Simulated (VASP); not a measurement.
Set up this calculation in VASP 6.6.1, as the native input.

* Task: single point
* Functional: PBE
* Potentials or basis: VASP PAW PBE potentials, release 64 (Tl_d, Cl)
* Cutoff: 500 eV
* k mesh: 6 × 6 × 6
* Occupations: gaussian, width 0.01 eV
* Spin: no spin polarisation
* Dipole correction: no
* Further INCAR settings: ALGO = Normal; EDIFF = 1e-06; NBANDS = 17

The structure of TlCl lies in POSCAR:

```
TlCl
1.0
    3.8604703317      0.0000000000      0.0000000000
    0.0000000000      3.8604703317      0.0000000000
    0.0000000000      0.0000000000      3.8604703317
Tl Cl
1 1
Direct
    0.0000000000      0.0000000000      0.0000000000
    0.5000000000      0.5000000000      0.5000000000
```

This cell differs from its parent crystal: volume changed by -3%.

The input as run:

INCAR

```
SYSTEM = TlCl
PREC = Accurate
ENCUT = 500
EDIFF = 1E-6
ISMEAR = 0
SIGMA = 0.01
LREAL = .FALSE.
LASPH = .TRUE.
NELM = 120
ALGO = Normal
ISIF = 2
LWAVE = .FALSE.
LCHARG = .FALSE.
GGA = PE
NBANDS = 17
GGA_COMPAT = .FALSE.
```

KPOINTS

```
Automatic mesh
0
G
  6 6 6
  0 0 0
```

Potentials or basis: VASP PAW PBE potentials, release 64 (Tl_d, Cl).

The run is started by

```bash
$ cat potpaw_PBE.64/Tl_d/POTCAR potpaw_PBE.64/Cl/POTCAR > POTCAR
$ mpirun -np 1 vasp_std > vasp.out
```

Results of the run:

```
Pressure               : 0.7 GPa
Band gap on the k mesh : 2.13 eV, direct
```

Caveat: spin-orbit coupling is left out, which moves the levels of the heavy elements.

It took 24 s on 1 thread of Intel Xeon 8259CL, on a shared host, peak memory 0.16 GiB.
